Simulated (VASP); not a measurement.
# SnO2 (P1) in VASP: single point with r2SCAN

Aim: the single point of SnO2 with r2SCAN.

Program: VASP 6.6.1. These are calculated values, not measurements. Logs are shortened: lines on timing, memory, paths and dates and some standing lists are left out, and cuts for length are marked.

## 1. The cell of the first run

The typed cell holds 6 atoms: a = 4.788 Å, b = 4.867 Å, c = 3.241 Å, α = 90.00°, β = 90.00°, γ = 90.00°.

## 2. Single point, r2SCAN (atom 3 (O) moved +0.150 Å along Cartesian [1 1 1])

Input file POSCAR:

```
SnO2
1.0
    4.7880040000      0.0000000000      0.0000000000
    0.0000000000      4.8665820000      0.0000000000
    0.0000000000      0.0000000000      3.2408980000
Sn O
2 4
Direct
    0.5000000000      0.5000000000      0.5000000000
    0.0000000000      0.0000000000      0.0000000000
    0.3099423993      0.3388373521      0.0267217729
    0.7918550000      0.1789580000      0.5000000000
    0.2081450000      0.8210420000      0.5000000000
    0.7081450000      0.6789580000      0.0000000000
```

Input file INCAR.step1:

```
SYSTEM = SnO2
  PREC = Accurate
  ENCUT = 520
  ISMEAR = 0
  SIGMA = 0.05
  LREAL = .False.
  LASPH = .True.
  NELM = 60
  NBANDS = 35
  GGA = PE
  ALGO = Normal
  EDIFF = 1E-4
  LWAVE = .True.
  LCHARG = .False.
```

Input file INCAR.step2:

```
SYSTEM = SnO2
  PREC = Accurate
  ENCUT = 520
  EDIFF = 1E-6
  ISMEAR = 0
  SIGMA = 0.05
  LREAL = .False.
  LASPH = .True.
  NELM = 60
  ALGO = Normal
  ISIF = 2
  LWAVE = .False.
  LCHARG = .True.
  METAGGA = R2SCAN
  LMIXTAU = .True.
  LELF = .True.
  LVHAR = .True.
  NBANDS = 35
  ISTART = 1
```

Input file KPOINTS:

```
regular mesh
0
Gamma
  6 6 8
  0 0 0
```

Potentials or basis: VASP PAW PBE potentials, release 64 (Sn_d, O).

Command:

```sh
$ cat potpaw_PBE.64/Sn_d/POTCAR potpaw_PBE.64/O/POTCAR > POTCAR
$ cp INCAR.step1 INCAR
$ mpirun -np 1 vasp_std > vasp.out
$ cp INCAR.step2 INCAR
$ mpirun -np 1 vasp_std > vasp.out
```

OUTCAR:

```text
SYSTEM = SnO2
   PREC = Accurate
   ENCUT = 520
   EDIFF = 1E-6
   ISMEAR = 0
   LREAL = .False.
   LASPH = .True.
   NELM = 60
   ISIF = 2
   METAGGA = R2SCAN
   ISTART = 1

 ion  position               nearest neighbor table
   1  0.500  0.500  0.500-   3 1.95   3 2.09   6 2.09   6 2.09   4 2.10   5 2.10
   2  0.000  0.000  0.000-   4 2.09   5 2.09   4 2.09   5 2.09   6 2.10   3 2.22
   3  0.310  0.339  0.027-   1 1.95   1 2.09   2 2.22
   4  0.792  0.179  0.500-   2 2.09   2 2.09   1 2.10
   5  0.208  0.821  0.500-   2 2.09   2 2.09   1 2.10
   6  0.708  0.679  0.000-   1 2.09   1 2.09   2 2.10

  LATTYP: Found a simple orthorhombic cell.
 ALAT       =     3.2408980000
 B/A-ratio  =     1.4773695439
 C/A-ratio  =     1.5016152930

  Lattice vectors:

 A1 = (   0.0000000000,   0.0000000000,   3.2408980000)
 A2 = (   4.7880040000,   0.0000000000,   0.0000000000)
 A3 = (   0.0000000000,   4.8665820000,   0.0000000000)

Analysis of symmetry for initial positions (statically):
=====================================================================
 Subroutine PRICEL returns:
 Original cell was already a primitive cell.

 Routine SETGRP: Setting up the symmetry group for a
 simple orthorhombic supercell.

 Subroutine GETGRP returns: Found  1 space group operations
 (whereof  1 operations were pure point group operations)
 out of a pool of  8 trial point group operations.

The static configuration has the point symmetry C_1 .

Analysis of symmetry for dynamics (positions and initial velocities):
=====================================================================
 Subroutine PRICEL returns:
 Original cell was already a primitive cell.

 Routine SETGRP: Setting up the symmetry group for a
 simple orthorhombic supercell.

 Subroutine GETGRP returns: Found  1 space group operations
 (whereof  1 operations were pure point group operations)
 out of a pool of  8 trial point group operations.

The dynamic configuration has the point symmetry C_1 .

 Subroutine INISYM returns: Found  1 space group operations
 (whereof  1 operations are pure point group operations),
 and found     1 'primitive' translations

----------------------------------------------------------------------------------------

                                     Primitive cell

  volume of cell :      75.5169

  direct lattice vectors                    reciprocal lattice vectors
     4.788004000  0.000000000  0.000000000     0.208855298  0.000000000  0.000000000
     0.000000000  4.866582000  0.000000000     0.000000000  0.205483027  0.000000000
     0.000000000  0.000000000  3.240898000     0.000000000  0.000000000  0.308556456

  length of vectors
     4.788004000  4.866582000  3.240898000     0.208855298  0.205483027  0.308556456

  position of ions in fractional coordinates (direct lattice)
     0.500000000  0.500000000  0.500000000
     0.000000000  0.000000000  0.000000000
     0.309942399  0.338837352  0.026721773
     0.791855000  0.178958000  0.500000000
     0.208145000  0.821042000  0.500000000
     0.708145000  0.678958000  0.000000000

  ion indices of the primitive-cell ions
   primitive index   ion index
                 1           1
                 2           2
                 3           3
                 4           4
                 5           5
                 6           6

----------------------------------------------------------------------------------------

 KPOINTS: regular mesh

Automatic generation of k-mesh.
 Grid dimensions read from file:
 generate k-points for:    6    6    8

 Generating k-lattice:

  Cartesian coordinates                     Fractional coordinates (reciprocal lattice)
     0.034809216  0.000000000  0.000000000     0.166666667  0.000000000  0.000000000
     0.000000000  0.034247171  0.000000000     0.000000000  0.166666667  0.000000000
     0.000000000  0.000000000  0.038569557     0.000000000  0.000000000  0.125000000

  Length of vectors
     0.034809216  0.034247171  0.038569557

  Shift w.r.t. Gamma in fractional coordinates (k-lattice)
     0.000000000  0.000000000  0.000000000

 Subroutine IBZKPT returns following result:
 ===========================================

 Found    148 irreducible k-points:

 Following reciprocal coordinates:
            Coordinates               Weight
  0.000000  0.000000  0.000000      1.000000
  0.166667  0.000000  0.000000      2.000000
  0.333333  0.000000  0.000000      2.000000
  0.500000  0.000000  0.000000      1.000000
  0.000000  0.166667  0.000000      2.000000
  0.166667  0.166667  0.000000      2.000000
[... 16 lines left out ...]
 -0.166667  0.000000  0.125000      2.000000
  0.333333  0.000000  0.125000      2.000000
 [... further k-points ...]
   k-points           NKPTS =    148   k-points in BZ     NKDIM =    148   number of bands    NBANDS=     35
   number of dos      NEDOS =    301   number of ions     NIONS =      6
   total plane-waves  NPLWV =  31104
   dimension x,y,z NGX =    36 NGY =   36 NGZ =   24
   dimension x,y,z NGXF=    72 NGYF=   72 NGZF=   48
   ions per type =               2   4
   NGX,Y,Z   is equivalent  to a cutoff of  12.50, 12.30, 12.31 a.u.
   NGXF,Y,Z  is equivalent  to a cutoff of  25.00, 24.60, 24.62 a.u.
 SYSTEM =  SnO2
   PREC   = accura    normal or accurate (medium, high low for compatibility)
   ISTART =      1    job   : 0-new  1-cont  2-samecut
   ICHARG =      0    charge: 1-file 2-atom 10-const
   ISPIN  =      1    spin polarized calculation?
   LNONCOLLINEAR =      F non collinear calculations
   LSORBIT =      F    spin-orbit coupling
   LASPH  =      T    aspherical Exc in radial PAW
   ENCUT  =  520.0 eV  38.22 Ry    6.18 a.u.   8.90  9.05  6.03*2*pi/ulx,y,z
   NELM   =     60;   NELMIN=  2; NELMDL=  0     # of ELM steps
   EDIFF  = 0.1E-05   stopping-criterion for ELM
   LREAL  =      F    real-space projection
   EDIFFG = 0.1E-04   stopping-criterion for IOM
   NSW    =      0    number of steps for IOM
   IBRION =     -1    ionic relax: 0-MD 1-quasi-New 2-CG
   NFREE  =      0    steps in history (QN), initial steepest desc. (CG)
   ISIF   =      2    stress and relaxation
   ISYM   =      2    0-nonsym 1-usesym 2-fastsym
   POTIM  = 0.5000    time-step for ionic-motion
   TEBEG  =    0.0;   TEEND  =   0.0 temperature during run
   PSTRESS=    0.0 pullay stress
   NELECT =      52.0000    total number of electrons
   NUPDOWN=      -1.0000    fix difference up-down
   EMIN   =  10.00;   EMAX   =-10.00  energy-range for DOS
   EFERMI =   0.00;   METHOD = LEGACY
   ISMEAR =     0;   SIGMA  =   0.05  broadening in eV -4-tet -1-fermi 0-gaus
   EFERMI_NEDOS =   21; number of points for ismear=-14 and -15
   IALGO  =     38    algorithm
   IMIX   =      4    mixing-type and parameters
     AMIX     =   0.40;   BMIX     =  1.00
     AMIX_MAG =   1.60;   BMIX_MAG =  1.00
  volume/ion in A,a.u.               =      12.59        84.94
  Fermi-wavevector in a.u.,A,eV,Ry     =   1.445644  2.731871 28.434627  2.089886
  Thomas-Fermi vector in A             =   2.563802
   LORBIT       =      0    0 simple, 1 ext, 2 COOP (PROOUT), +10 PAW based schemes
   METAGGA = R2SCAN    functional components
   LHFCALC =     F    Hartree Fock is set to
   AEXX    =    0.0000 exact exchange contribution
   IVDW    =     0    specifies the selected vdW correction
   LEPSILON=     F    determine dielectric tensor
   LRPA    =     F    only Hartree local field effects (RPA)
 non-spin polarized calculation
 Gauss-broadening in eV      SIGMA  =   0.05
  energy-cutoff  :      520.00
  volume of cell :       75.52
 maximum number of plane-waves:      2064
   NGX = 17   NGY = 19   NGZ = 13

 number of electron      52.0000009 magnetization

 Free energy of the ion-electron system (eV)
  ---------------------------------------------------
  ext. energy  EPLUGINS =         0.00000000
  ---------------------------------------------------
  free energy    TOTEN  =       -84.34360235 eV

  energy without entropy =      -84.34360235  energy(sigma->0) =      -84.34360235

 E-fermi :   5.2515     XC(G=0): -11.7318

 val. band max:        5.0286920018   @ k =   0.0000   0.0000   0.0000
 cond. band min:       6.5008927761   @ k =   0.0000   0.0000   0.0000
 fundamental gap:      1.4722007743
 Fermi energy:         5.2515194000

 k-point     1 :       0.0000    0.0000    0.0000
  band No.  band energies     occupation
      1     -16.5816      2.00000
      2     -15.8713      2.00000
      3     -15.6164      2.00000
      4     -15.5550      2.00000
      5     -15.4711      2.00000
      6     -15.4618      2.00000
[... 27 lines left out ...]
     34      17.8481      0.00000
     35      17.9961      0.00000

 k-point     2 :       0.1667    0.0000    0.0000
  band No.  band energies     occupation
      1     -16.5414      2.00000
      2     -15.9148      2.00000
      3     -15.6159      2.00000
      4     -15.5662      2.00000
      5     -15.4694      2.00000
      6     -15.4645      2.00000
[... 27 lines left out ...]
     34      17.8220      0.00000
     35      18.0191      0.00000

 k-point     3 :       0.3333    0.0000    0.0000
  band No.  band energies     occupation
      1     -16.4249      2.00000
      2     -16.0550      2.00000
      3     -15.6147      2.00000
      4     -15.5857      2.00000
      5     -15.4672      2.00000
      6     -15.4649      2.00000
[... 27 lines left out ...]
     34      18.0251      0.00000
     35      18.2481      0.00000

 k-point     4 :       0.5000    0.0000    0.0000
  band No.  band energies     occupation
      1     -16.2558      2.00000
      2     -16.2424      2.00000
      3     -15.6141      2.00000
      4     -15.5923      2.00000
      5     -15.4660      2.00000
      6     -15.4632      2.00000
[... 27 lines left out ...]
     34      18.1855      0.00000
     35      18.5053      0.00000

 k-point     5 :       0.0000    0.1667    0.0000
  band No.  band energies     occupation
      1     -16.5418      2.00000
      2     -15.9159      2.00000
      3     -15.6158      2.00000
      4     -15.5665      2.00000
      5     -15.4695      2.00000
      6     -15.4644      2.00000
[... 638 lines left out ...]
 k-point    22 :       0.1667    0.0000    0.1250
  band No.  band energies     occupation
      1     -16.4623      2.00000
      2     -15.8893      2.00000
      3     -15.7690      2.00000
      4     -15.6112      2.00000
      5     -15.5032      2.00000
      6     -15.4664      2.00000
[... 27 lines left out ...]
     34      17.8186      0.00000
     35      17.9451      0.00000

 k-point    23 :      -0.1667    0.0000    0.1250
  band No.  band energies     occupation
      1     -16.4789      2.00000
      2     -15.8493      2.00000
      3     -15.7675      2.00000
      4     -15.6256      2.00000
      5     -15.5258      2.00000
      6     -15.4665      2.00000
[... 27 lines left out ...]
     34      17.7937      0.00000
     35      17.9267      0.00000

 k-point    24 :       0.3333    0.0000    0.1250
  band No.  band energies     occupation
      1     -16.3498      2.00000
      2     -16.0460      2.00000
      3     -15.7719      2.00000
      4     -15.6256      2.00000
      5     -15.5005      2.00000
      6     -15.4630      2.00000
[... 27 lines left out ...]
     34      18.0766      0.00000
     35      18.2490      0.00000

 [... further k-points ...]

------------------------ aborting loop because EDIFF is reached ----------------------------------------

  FORCE on cell =-STRESS in cart. coord.  units (eV):
  Direction    XX          YY          ZZ          XY          YZ          ZX
  --------------------------------------------------------------------------------------
  -------------------------------------------------------------------------------------
  Total       -1.9399449     -2.5637479     -2.4767831      0.3018853      0.6138036      0.8149063
  in kB      -41.1581698    -54.3928724    -52.5478133      6.4048453     13.0225522     17.2891779
  external PRESSURE =     -49.3662851 kB  Pullay stress =       0.0000000 kB

 VOLUME and BASIS-vectors are now :
 -----------------------------------------------------------------------------
  energy-cutoff  :      520.00
  volume of cell :       75.52
      direct lattice vectors                 reciprocal lattice vectors
     4.788004000  0.000000000  0.000000000     0.208855298  0.000000000  0.000000000
     0.000000000  4.866582000  0.000000000     0.000000000  0.205483027  0.000000000
     0.000000000  0.000000000  3.240898000     0.000000000  0.000000000  0.308556456

 POSITION                                       TOTAL-FORCE (eV/Angst)
 -----------------------------------------------------------------------------------
      2.39400      2.43329      1.62045         1.002902      0.908365      1.290439
      0.00000      0.00000      0.00000         0.159504      0.133266      0.070258
      1.48401      1.64898      0.08660        -1.783399     -1.870251     -1.588517
      3.79140      0.87091      1.62045         0.418040      0.016499      0.145383
      0.99660      3.99567      1.62045        -0.171195      0.324931      0.149301
      3.39060      3.30420      0.00000         0.374148      0.487190     -0.066863
 -----------------------------------------------------------------------------------
    total drift:                               -0.000616     -0.002061      0.001322

  FREE ENERGIE OF THE ION-ELECTRON SYSTEM (eV)
  ---------------------------------------------------
  free  energy   TOTEN  =       -84.3436023454 eV

  energy  without entropy=      -84.3436023454  energy(sigma->0) =      -84.34360235
```

Wall time 21 min (1 thread of Intel Xeon 8259CL, shared host); peak memory 0.4 GiB.

What came out:

```yaml
Free_energy: -84.3436 eV
Pressure: -4.9 GPa
Largest_force: 3.033 eV/Å
Band_gap_on_the_k_mesh: 1.47 eV
```

Forces on the atoms (eV/Å):
```
Sn   1.003  0.908  1.290
Sn   0.160  0.133  0.070
O   -1.783 -1.870 -1.589
O    0.418  0.016  0.145
O   -0.171  0.325  0.149
O    0.374  0.487 -0.067
```

Caveat: the cell differs from its parent crystal (atom 3 (O) moved +0.150 Å along Cartesian [1 1 1]); the cell stands under tension; the PAW data sets were made with another functional, which shifts forces and pressure a little; spin-orbit coupling is left out, which moves the levels of the heavy elements.
